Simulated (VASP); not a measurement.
# Al (I4/mmm) in VASP: further runs, part 2 of 2

VASP 6.6.1. The steps go on from the part before.

## (4) Single point, r2SCAN (strain +0.040 along x and y, +0.080 along z)

POSCAR

```
Al
1.0
    0.0000000000      2.1049392000      2.1858984000
    2.1049392000      0.0000000000      2.1858984000
    2.1049392000      2.1049392000      0.0000000000
Al
1
Direct
    0.0000000000      0.0000000000      0.0000000000
```

INCAR.step1

```
SYSTEM = Al
ALGO = Normal
EDIFF = 1E-4
ENCUT = 520
GGA = PE
ISMEAR = 0
LASPH = .True.
LCHARG = .False.
LREAL = .False.
LWAVE = .True.
NBANDS = 8
NELM = 100
PREC = Accurate
SIGMA = 0.15
```

INCAR.step2

```
SYSTEM = Al
ALGO = Normal
EDIFF = 1E-6
ENCUT = 520
ISIF = 2
ISMEAR = 0
ISTART = 1
LASPH = .True.
LCHARG = .False.
LMIXTAU = .True.
LREAL = .False.
LWAVE = .False.
METAGGA = R2SCAN
NBANDS = 8
NELM = 100
PREC = Accurate
SIGMA = 0.15
```

KPOINTS

```
k-points
0
Gamma
  20 20 20
  0 0 0
```

Potentials or basis: VASP PAW PBE potentials, release 64 (Al).

Command:

```sh
cat potpaw_PBE.64/Al/POTCAR > POTCAR
cp INCAR.step1 INCAR
mpirun -np 1 vasp_std > vasp.out
cp INCAR.step2 INCAR
mpirun -np 1 vasp_std > vasp.out
```

OUTCAR:

```text
SYSTEM = Al
   EDIFF = 1E-6
   ENCUT = 520
   ISIF = 2
   ISMEAR = 0
   ISTART = 1
   LASPH = .True.
   LREAL = .False.
   METAGGA = R2SCAN
   NELM = 100
   PREC = Accurate

 ion  position               nearest neighbor table
   1  0.000  0.000  0.000-

  LATTYP: Found a body centered tetragonal cell.
 ALAT       =     2.9768335646
 C/A-ratio  =     1.4686063917

  Lattice vectors:

 A1 = (  -2.1049392000,   0.0000000000,   2.1858984000)
 A2 = (   2.1049392000,   0.0000000000,   2.1858984000)
 A3 = (   0.0000000000,   2.1049392000,  -2.1858984000)

Analysis of symmetry for initial positions (statically):
=====================================================================
 Subroutine PRICEL returns:
 Original cell was already a primitive cell.

 Routine SETGRP: Setting up the symmetry group for a
 body centered tetragonal supercell.

 Subroutine GETGRP returns: Found 16 space group operations
 (whereof 16 operations were pure point group operations)
 out of a pool of 16 trial point group operations.

The static configuration has the point symmetry D_4h.

Analysis of symmetry for dynamics (positions and initial velocities):
=====================================================================
 Subroutine PRICEL returns:
 Original cell was already a primitive cell.

 Routine SETGRP: Setting up the symmetry group for a
 body centered tetragonal supercell.

 Subroutine GETGRP returns: Found 16 space group operations
 (whereof 16 operations were pure point group operations)
 out of a pool of 16 trial point group operations.

The dynamic configuration has the point symmetry D_4h.

 Subroutine INISYM returns: Found 16 space group operations
 (whereof 16 operations are pure point group operations),
 and found     1 'primitive' translations

----------------------------------------------------------------------------------------

                                     Primitive cell
[... 105 lines left out ...]
   EFERMI_NEDOS =   21; number of points for ismear=-14 and -15
   IALGO  =     38    algorithm
   IMIX   =      4    mixing-type and parameters
     AMIX     =   0.40;   BMIX     =  1.00
     AMIX_MAG =   1.60;   BMIX_MAG =  1.00
  volume/ion in A,a.u.               =      19.37       130.72
  Fermi-wavevector in a.u.,A,eV,Ry     =   0.879162  1.661375 10.516293  0.772926
  Thomas-Fermi vector in A             =   1.999348
   LORBIT       =      0    0 simple, 1 ext, 2 COOP (PROOUT), +10 PAW based schemes
   METAGGA = R2SCAN    functional components
   LHFCALC =     F    Hartree Fock is set to
   AEXX    =    0.0000 exact exchange contribution
   IVDW    =     0    specifies the selected vdW correction
   LEPSILON=     F    determine dielectric tensor
   LRPA    =     F    only Hartree local field effects (RPA)
 non-spin polarized calculation
 Gauss-broadening in eV      SIGMA  =   0.15
  energy-cutoff  :      520.00
  volume of cell :       19.37
 maximum number of plane-waves:       544
   NGX = 11   NGY = 11   NGZ = 11

 number of electron       3.0000000 magnetization

 Free energy of the ion-electron system (eV)
  ---------------------------------------------------
  ext. energy  EPLUGINS =         0.00000000
  ---------------------------------------------------
  free energy    TOTEN  =        -6.58388840 eV

  energy without entropy =       -6.57852225  energy(sigma->0) =       -6.58120532

 E-fermi :   6.4691     XC(G=0): -10.3185

 val. band max:        6.4642323330   @ k =  -0.4500   0.3000   0.1500
 cond. band min:       6.4695836030   @ k =   0.4500   0.4000   0.0000
 fundamental gap:      0.0053512700
 Fermi energy:         6.4690607624

 k-point     1 :       0.0000    0.0000    0.0000
  band No.  band energies     occupation
      1      -4.3039      2.00000
      2      18.6534      0.00000
      3      19.0592      0.00000
      4      19.0592      0.00000
      5      19.5387      0.00000
      6      19.5387      0.00000
      7      19.6453      0.00000
      8      22.7249      0.00000
[... 243 lines left out ...]
 k-point    24 :      -0.3500    0.0500    0.0000
  band No.  band energies     occupation
      1      -0.7417      2.00000
      2       5.8686      2.00000
      3      14.8928      0.00000
      4      17.8924      0.00000
      5      18.7046      0.00000
      6      19.2070      0.00000
      7      20.9872      0.00000
      8      23.0014      0.00000

 [... further k-points ...]
[... 5 lines left out ...]
  --------------------------------------------------------------------------------------
  -------------------------------------------------------------------------------------
  Total       -1.3478519     -1.3478519     -1.4813925      0.0000000      0.0000000      0.0000000
  in kB     -111.4842875   -111.4842875   -122.5297814      0.0000000      0.0000000      0.0000000
  external PRESSURE =    -115.1661188 kB  Pullay stress =       0.0000000 kB

 VOLUME and BASIS-vectors are now :
 -----------------------------------------------------------------------------
  energy-cutoff  :      520.00
  volume of cell :       19.37
      direct lattice vectors                 reciprocal lattice vectors
     0.000000000  2.104939200  2.185898400    -0.237536552  0.237536552  0.228738902
     2.104939200  0.000000000  2.185898400     0.237536552 -0.237536552  0.228738902
     2.104939200  2.104939200  0.000000000     0.237536552  0.237536552 -0.228738902

 POSITION                                       TOTAL-FORCE (eV/Angst)
 -----------------------------------------------------------------------------------
      0.00000      0.00000      0.00000         0.000000     -0.000000      0.000000
 -----------------------------------------------------------------------------------
    total drift:                               -0.000000      0.000000     -0.000000

  FREE ENERGIE OF THE ION-ELECTRON SYSTEM (eV)
  ---------------------------------------------------
  free  energy   TOTEN  =        -6.5838883997 eV

  energy  without entropy=       -6.5785222480  energy(sigma->0) =       -6.58120532
```

It took 1.8 min on 1 thread of Intel Xeon Platinum 8488C (Sapphire Rapids), shared host; peak memory 0.2 GiB.

Results:

```
Free energy : -6.5839 eV
Pressure    : -11.5 GPa
```

Stress tensor (GPa, compression positive):
```
-11.15   0.00   0.00
  0.00 -11.15   0.00
  0.00   0.00 -12.25
```

Caveat: the cell differs from its parent crystal (strain +0.040 along x and y, +0.080 along z); the PAW data sets were made with another functional, which shifts forces and pressure a little.

## (5) Single point, r2SCAN (strain +0.080 along x and y, +0.040 along z)

POSCAR

```
Al
1.0
    0.0000000000      2.1858984000      2.1049392000
    2.1858984000      0.0000000000      2.1049392000
    2.1858984000      2.1858984000      0.0000000000
Al
1
Direct
    0.0000000000      0.0000000000      0.0000000000
```

Edit INCAR.step1 of step 4 so:

```diff
@@ -11,3 +11,3 @@
 NBANDS = 8
-NELM = 100
+NELM = 60
 PREC = Accurate
```

Edit INCAR.step2 of step 4 so:

```diff
@@ -14,3 +14,3 @@
 NBANDS = 8
-NELM = 100
+NELM = 60
 PREC = Accurate
```

KPOINTS is that of step 4.

Command:

```sh
cat potpaw_PBE.64/Al/POTCAR > POTCAR
cp INCAR.step1 INCAR
mpirun -np 1 vasp_std > vasp.out
cp INCAR.step2 INCAR
mpirun -np 1 vasp_std > vasp.out
```

Wall time 1.8 min (1 thread of Intel Xeon Platinum 8488C (Sapphire Rapids), shared host); peak memory 0.2 GiB.

It converged, with:

```
Free energy : -6.5294 eV
Pressure    : -12.4 GPa
```

Stress tensor (GPa, compression positive):
```
-12.75   0.00   0.00
  0.00 -12.75   0.00
  0.00   0.00 -11.83
```

Levels at points of the mesh, in eV from the Fermi level:
| k point | band 1 | band 2 | band 3 | band 4 | band 5 | band 6 |
| --- | --- | --- | --- | --- | --- | --- |
| (0.00, 0.00, 0.00) | -10.53 | 12.14 | 12.14 | 12.52 | 12.57 | 12.69 |
| (0.50, 0.00, 0.00) | -4.32 | -4.21 | 9.83 | 10.57 | 10.79 | 11.49 |
| (0.50, 0.50, 0.00) | -2.37 | -1.14 | 4.67 | 4.67 | 5.13 | 7.67 |
| (0.50, 0.00, 0.50) | -2.87 | -1.90 | 5.17 | 5.44 | 5.55 | 8.39 |

Caveat: the cell differs from its parent crystal (strain +0.080 along x and y, +0.040 along z); the PAW data sets were made with another functional, which shifts forces and pressure a little.

## (6) The runs side by side

| cell | gap on the mesh (eV) | pressure (GPa) |
| --- | --- | --- |
| a = 2.806, b = 2.806, c = 2.748 Å, angles 60.7, 60.7, 58.6°, 1 atom | none | 3.9 |
| a = 2.865, b = 2.865, c = 2.748 Å, angles 61.3, 61.3, 57.3°, 1 atom | none | 0.4 |
| a = 3.035, b = 3.035, c = 2.977 Å, angles 60.6, 60.6, 58.7°, 1 atom | none | -11.5 |
| a = 3.035, b = 3.035, c = 3.091 Å, angles 59.4, 59.4, 61.2°, 1 atom | none | -12.4 |

Alike in all rows: task single point; level r2SCAN; potentials or basis VASP PAW PBE potentials, release 64 (Al); no spin polarisation; k mesh 20 × 20 × 20; cutoff (eV) 520; smearing gaussian 0.15 eV.

Caveats: the PAW data sets were made with another functional, which shifts forces and pressure a little.

Total energies depend on the potentials used, so only differences within one code and one set of settings carry meaning.
